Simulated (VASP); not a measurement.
# SrO (P1) in VASP: single point with r2SCAN

Aim: the single point of SrO with r2SCAN.

Program: VASP 6.6.1. These are calculated values, not measurements. Logs are shortened: lines on timing, memory, paths and dates and some standing lists are left out, and cuts for length are marked.

### 1 The cell of the first run

The typed cell holds 2 atoms: a = 3.886 Å, b = 3.986 Å, c = 3.934 Å, α = 59.03°, β = 59.49°, γ = 60.20°.

### 2 Single point, r2SCAN (atoms moved at random and the cell strained at random)

Contents of POSCAR:

```
SrO
1.0
    0.0324135888      2.7534046877      2.7416314897
    2.8515130084     -0.0106495576      2.7846946362
    2.8092599909      2.7542148167      0.0316034599
Sr O
1 1
Direct
   -0.0027798010      0.0066270795     -0.0055888720
    0.2527798010      0.2433729205      0.2555888720
```

Contents of INCAR.step1:

```
  PREC = Accurate
  ENCUT = 520
  ISMEAR = 0
  SIGMA = 0.05
  LREAL = False
  LASPH = True
  NELM = 60
  NBANDS = 15
  GGA = PE
  ALGO = Normal
  EDIFF = 1E-4
  LWAVE = True
  LCHARG = False
```

Contents of INCAR.step2:

```
  PREC = Accurate
  ENCUT = 520
  EDIFF = 1E-6
  ISMEAR = 0
  SIGMA = 0.05
  LREAL = False
  LASPH = True
  NELM = 60
  ALGO = Normal
  ISIF = 2
  LWAVE = False
  LCHARG = True
  METAGGA = R2SCAN
  LMIXTAU = True
  LELF = True
  LVHAR = True
  NBANDS = 15
  ISTART = 1
```

Contents of KPOINTS:

```
regular mesh
0
Gamma
  8 8 8
```

Potentials or basis: VASP PAW PBE potentials, release 64 (Sr_sv, O).

The run is started by

```
$ cat potpaw_PBE.64/Sr_sv/POTCAR potpaw_PBE.64/O/POTCAR > POTCAR
$ cp INCAR.step1 INCAR
$ mpirun -np 1 vasp_std > vasp.out
$ cp INCAR.step2 INCAR
$ mpirun -np 1 vasp_std > vasp.out
```

OUTCAR:

```text
PREC = Accurate
   ENCUT = 520
   EDIFF = 1E-6
   ISMEAR = 0
   LREAL = False
   LASPH = True
   NELM = 60
   ISIF = 2
   METAGGA = R2SCAN
   ISTART = 1

 ion  position               nearest neighbor table
   1  0.997  0.007  0.994-   2 2.35   2 2.36   2 2.43   2 2.47
   2  0.253  0.243  0.256-   1 2.35   1 2.36   1 2.43   1 2.47

  LATTYP: Found a triclinic cell.
 ALAT       =     6.8245701600
 B/A-ratio  =     0.5717607633
 C/A-ratio  =     0.5693723364
 COS(alpha) =     0.0041853838
 COS(beta)  =     0.2814870051
 COS(gamma) =     0.8676683880

  Lattice vectors:

 A1 = (   2.8613524371,  -5.5289186196,   2.7961543228)
 A2 = (   0.0422530175,  -2.7648643743,   2.7530911763)
 A3 = (  -0.0324135888,  -2.7534046877,  -2.7416314897)

Analysis of symmetry for initial positions (statically):
=====================================================================
 Subroutine PRICEL returns:
 Original cell was already a primitive cell.

 Routine SETGRP: Setting up the symmetry group for a
 triclinic supercell.

 Subroutine GETGRP returns: Found  1 space group operations
 (whereof  1 operations were pure point group operations)
 out of a pool of  2 trial point group operations.

The static configuration has the point symmetry C_1 .

Analysis of symmetry for dynamics (positions and initial velocities):
=====================================================================
 Subroutine PRICEL returns:
 Original cell was already a primitive cell.

 Routine SETGRP: Setting up the symmetry group for a
 triclinic supercell.

 Subroutine GETGRP returns: Found  1 space group operations
 (whereof  1 operations were pure point group operations)
 out of a pool of  2 trial point group operations.

The dynamic configuration has the point symmetry C_1 .

 Subroutine INISYM returns: Found  1 space group operations
 (whereof  1 operations are pure point group operations),
 and found     1 'primitive' translations

----------------------------------------------------------------------------------------

                                     Primitive cell

  volume of cell :      42.6569

  direct lattice vectors                    reciprocal lattice vectors
     0.032413589  2.753404688  2.741631490    -0.179806528  0.181279439  0.184814232
     2.851513008 -0.010649558  2.784694636     0.174978260 -0.180532026  0.179238551
     2.809259991  2.754214817  0.031603460     0.180430218  0.181155716 -0.184066819

  length of vectors
     3.885721457  3.985694929  3.934290245     0.315196642  0.308764736  0.315044522

  position of ions in fractional coordinates (direct lattice)
     0.997220199  0.006627079  0.994411128
     0.252779801  0.243372921  0.255588872

  ion indices of the primitive-cell ions
   primitive index   ion index
                 1           1
                 2           2

----------------------------------------------------------------------------------------

 KPOINTS: regular mesh

Automatic generation of k-mesh.
 Grid dimensions read from file:
 generate k-points for:    8    8    8

 Generating k-lattice:

  Cartesian coordinates                     Fractional coordinates (reciprocal lattice)
    -0.022475816  0.022659930  0.023101779     0.125000000  0.000000000 -0.000000000
     0.021872282 -0.022566503  0.022404819     0.000000000  0.125000000  0.000000000
     0.022553777  0.022644464 -0.023008352     0.000000000 -0.000000000  0.125000000

  Length of vectors
     0.039399580  0.038595592  0.039380565

  Shift w.r.t. Gamma in fractional coordinates (k-lattice)
     0.000000000  0.000000000  0.000000000

 Subroutine IBZKPT returns following result:
 ===========================================

 Found    260 irreducible k-points:

 Following reciprocal coordinates:
            Coordinates               Weight
  0.000000  0.000000  0.000000      1.000000
  0.125000  0.000000 -0.000000      2.000000
  0.250000  0.000000 -0.000000      2.000000
  0.375000 -0.000000 -0.000000      2.000000
  0.500000  0.000000 -0.000000      1.000000
  0.000000  0.125000  0.000000      2.000000
[... 16 lines left out ...]
  0.125000  0.375000  0.000000      2.000000
  0.250000  0.375000 -0.000000      2.000000
 [... further k-points ...]
   k-points           NKPTS =    260   k-points in BZ     NKDIM =    260   number of bands    NBANDS=     15
   number of dos      NEDOS =    301   number of ions     NIONS =      2
   total plane-waves  NPLWV =  27000
   dimension x,y,z NGX =    30 NGY =   30 NGZ =   30
   dimension x,y,z NGXF=    60 NGYF=   60 NGZF=   60
   ions per type =               1   1
   NGX,Y,Z   is equivalent  to a cutoff of  12.84, 12.51, 12.68 a.u.
   NGXF,Y,Z  is equivalent  to a cutoff of  25.67, 25.03, 25.35 a.u.
 SYSTEM =  unknown system
   PREC   = accura    normal or accurate (medium, high low for compatibility)
   ISTART =      1    job   : 0-new  1-cont  2-samecut
   ICHARG =      0    charge: 1-file 2-atom 10-const
   ISPIN  =      1    spin polarized calculation?
   LNONCOLLINEAR =      F non collinear calculations
   LSORBIT =      F    spin-orbit coupling
   LASPH  =      T    aspherical Exc in radial PAW
   ENCUT  =  520.0 eV  38.22 Ry    6.18 a.u.   7.22  7.41  7.32*2*pi/ulx,y,z
   NELM   =     60;   NELMIN=  2; NELMDL=  0     # of ELM steps
   EDIFF  = 0.1E-05   stopping-criterion for ELM
   LREAL  =      F    real-space projection
   EDIFFG = 0.1E-04   stopping-criterion for IOM
   NSW    =      0    number of steps for IOM
   IBRION =     -1    ionic relax: 0-MD 1-quasi-New 2-CG
   NFREE  =      0    steps in history (QN), initial steepest desc. (CG)
   ISIF   =      2    stress and relaxation
   ISYM   =      2    0-nonsym 1-usesym 2-fastsym
   POTIM  = 0.5000    time-step for ionic-motion
   TEBEG  =    0.0;   TEEND  =   0.0 temperature during run
   PSTRESS=    0.0 pullay stress
   NELECT =      16.0000    total number of electrons
   NUPDOWN=      -1.0000    fix difference up-down
   EMIN   =  10.00;   EMAX   =-10.00  energy-range for DOS
   EFERMI =   0.00;   METHOD = LEGACY
   ISMEAR =     0;   SIGMA  =   0.05  broadening in eV -4-tet -1-fermi 0-gaus
   EFERMI_NEDOS =   21; number of points for ismear=-14 and -15
   IALGO  =     38    algorithm
   IMIX   =      4    mixing-type and parameters
     AMIX     =   0.40;   BMIX     =  1.00
     AMIX_MAG =   1.60;   BMIX_MAG =  1.00
  volume/ion in A,a.u.               =      21.33       143.93
  Fermi-wavevector in a.u.,A,eV,Ry     =   1.180643  2.231091 18.965395  1.393917
  Thomas-Fermi vector in A             =   2.316931
   LORBIT       =      0    0 simple, 1 ext, 2 COOP (PROOUT), +10 PAW based schemes
   METAGGA = R2SCAN    functional components
   LHFCALC =     F    Hartree Fock is set to
   AEXX    =    0.0000 exact exchange contribution
   IVDW    =     0    specifies the selected vdW correction
   LEPSILON=     F    determine dielectric tensor
   LRPA    =     F    only Hartree local field effects (RPA)
 non-spin polarized calculation
 Gauss-broadening in eV      SIGMA  =   0.05
  energy-cutoff  :      520.00
  volume of cell :       42.66
 maximum number of plane-waves:      1169
 NGX is ok and might be reduce to    30
   NGX = 15   NGY = 15   NGZ = 15

 number of electron      16.0000001 magnetization

 Free energy of the ion-electron system (eV)
  ---------------------------------------------------
  ext. energy  EPLUGINS =         0.00000000
  ---------------------------------------------------
  free energy    TOTEN  =       -26.60335691 eV

  energy without entropy =      -26.60335691  energy(sigma->0) =      -26.60335691

 E-fermi :   0.3723     XC(G=0):  -9.2218

 val. band max:        0.0656513244   @ k =  -0.2500   0.2500   0.5000
 cond. band min:       3.0117359284   @ k =   0.0000   0.0000   0.0000
 fundamental gap:      2.9460846041
 Fermi energy:         0.3722885292

 k-point     1 :       0.0000    0.0000    0.0000
  band No.  band energies     occupation
      1     -33.1576      2.00000
      2     -15.7416      2.00000
      3     -14.4256      2.00000
      4     -14.4061      2.00000
      5     -14.3908      2.00000
      6      -0.8543      2.00000
      7      -0.8414      2.00000
      8      -0.8234      2.00000
      9       3.0117      0.00000
     10       8.6974      0.00000
     11       8.9461      0.00000
     12       9.8264      0.00000
     13      10.2791      0.00000
     14      10.4524      0.00000
     15      15.6161      0.00000

 k-point     2 :       0.1250    0.0000   -0.0000
  band No.  band energies     occupation
      1     -33.1468      2.00000
      2     -16.0115      2.00000
      3     -14.4447      2.00000
      4     -14.4331      2.00000
      5     -14.1436      2.00000
      6      -0.9170      2.00000
      7      -0.8002      2.00000
      8      -0.7702      2.00000
      9       3.5267      0.00000
     10       8.3217      0.00000
     11       8.5506      0.00000
     12       9.8848      0.00000
     13      10.4110      0.00000
     14      10.7659      0.00000
     15      14.5320      0.00000

 k-point     3 :       0.2500    0.0000   -0.0000
  band No.  band energies     occupation
      1     -33.1204      2.00000
      2     -16.4733      2.00000
      3     -14.4768      2.00000
      4     -14.4738      2.00000
      5     -13.7831      2.00000
      6      -0.9321      2.00000
      7      -0.6872      2.00000
      8      -0.6152      2.00000
      9       4.5844      0.00000
     10       8.0075      0.00000
     11       8.1899      0.00000
     12       9.1291      0.00000
     13      10.8461      0.00000
     14      11.1323      0.00000
     15      13.1266      0.00000

 k-point     4 :       0.3750   -0.0000   -0.0000
  band No.  band energies     occupation
      1     -33.0939      2.00000
      2     -16.8239      2.00000
      3     -14.5147      2.00000
      4     -14.5065      2.00000
      5     -13.5472      2.00000
      6      -0.7406      2.00000
      7      -0.5905      2.00000
      8      -0.4733      2.00000
      9       5.4024      0.00000
     10       8.0609      0.00000
     11       8.2165      0.00000
     12       8.2822      0.00000
     13      10.7676      0.00000
     14      11.0367      0.00000
     15      12.9844      0.00000
[... 307 lines left out ...]
 k-point    22 :       0.0000    0.3750    0.0000
  band No.  band energies     occupation
      1     -33.1033      2.00000
      2     -16.6776      2.00000
      3     -14.4885      2.00000
      4     -14.4812      2.00000
      5     -13.7206      2.00000
      6      -0.8292      2.00000
      7      -0.6159      2.00000
      8      -0.5503      2.00000
      9       5.5439      0.00000
     10       8.1832      0.00000
     11       8.2646      0.00000
     12       8.3926      0.00000
     13      10.8775      0.00000
     14      11.1012      0.00000
     15      12.6498      0.00000

 k-point    23 :       0.1250    0.3750    0.0000
  band No.  band energies     occupation
      1     -33.1030      2.00000
      2     -16.6548      2.00000
      3     -14.5742      2.00000
      4     -14.5162      2.00000
      5     -13.6133      2.00000
      6      -0.9831      2.00000
      7      -0.5601      2.00000
      8      -0.4805      2.00000
      9       5.4734      0.00000
     10       7.0938      0.00000
     11       8.8291      0.00000
     12       9.1941      0.00000
     13      10.8728      0.00000
     14      11.3152      0.00000
     15      12.8030      0.00000

 k-point    24 :       0.2500    0.3750   -0.0000
  band No.  band energies     occupation
      1     -33.0918      2.00000
      2     -16.7700      2.00000
      3     -14.6393      2.00000
      4     -14.5741      2.00000
      5     -13.4369      2.00000
      6      -1.2538      2.00000
      7      -0.3450      2.00000
      8      -0.2691      2.00000
      9       5.5176      0.00000
     10       6.3155      0.00000
     11       9.5566      0.00000
     12      10.0164      0.00000
     13      10.9233      0.00000
     14      11.1988      0.00000
     15      13.7843      0.00000

 [... further k-points ...]

------------------------ aborting loop because EDIFF is reached ----------------------------------------

  FORCE on cell =-STRESS in cart. coord.  units (eV):
  Direction    XX          YY          ZZ          XY          YZ          ZX
  --------------------------------------------------------------------------------------
  -------------------------------------------------------------------------------------
  Total        0.5550281      0.5810645      0.6006523      0.1720896      0.0657177     -0.6512373
  in kB       20.8466645     21.8245805     22.5602930      6.4636253      2.4683349    -24.4602471
  external PRESSURE =      21.7438460 kB  Pullay stress =       0.0000000 kB

 VOLUME and BASIS-vectors are now :
 -----------------------------------------------------------------------------
  energy-cutoff  :      520.00
  volume of cell :       42.66
      direct lattice vectors                 reciprocal lattice vectors
     0.032413589  2.753404688  2.741631490    -0.179806528  0.181279439  0.184814232
     2.851513008 -0.010649558  2.784694636     0.174978260 -0.180532026  0.179238551
     2.809259991  2.754214817  0.031603460     0.180430218  0.181155716 -0.184066819

 POSITION                                       TOTAL-FORCE (eV/Angst)
 -----------------------------------------------------------------------------------
      2.84478      5.48450      2.78389        -0.030733      0.442083     -0.134942
      1.42019      1.39736      1.37883         0.030733     -0.442083      0.134942
 -----------------------------------------------------------------------------------
    total drift:                                0.000076      0.000199     -0.000088

  FREE ENERGIE OF THE ION-ELECTRON SYSTEM (eV)
  ---------------------------------------------------
  free  energy   TOTEN  =       -26.6033569110 eV

  energy  without entropy=      -26.6033569110  energy(sigma->0) =      -26.60335691
```

Run time: 13 min. Hardware: 1 thread of AMD EPYC 7R43 (Zen 3), shared host; peak memory 0.26 GiB.

Results:

- Free energy: -26.6034 eV
- Pressure: 2.2 GPa
- Largest force: 0.463 eV/Å
- Band gap on the k mesh: 2.95 eV (least direct gap 3.84 eV)

Forces on the atoms (eV/Å):
```
Sr  -0.031  0.442 -0.135
O    0.031 -0.442  0.135
```

Stress tensor (GPa, compression positive):
```
 2.08  0.65 -2.45
 0.65  2.18  0.25
-2.45  0.25  2.26
```

Caveat: the cell differs from its parent crystal (atoms moved at random and the cell strained at random); the PAW data sets were made with another functional, which shifts forces and pressure a little. A k mesh can miss the band edges.
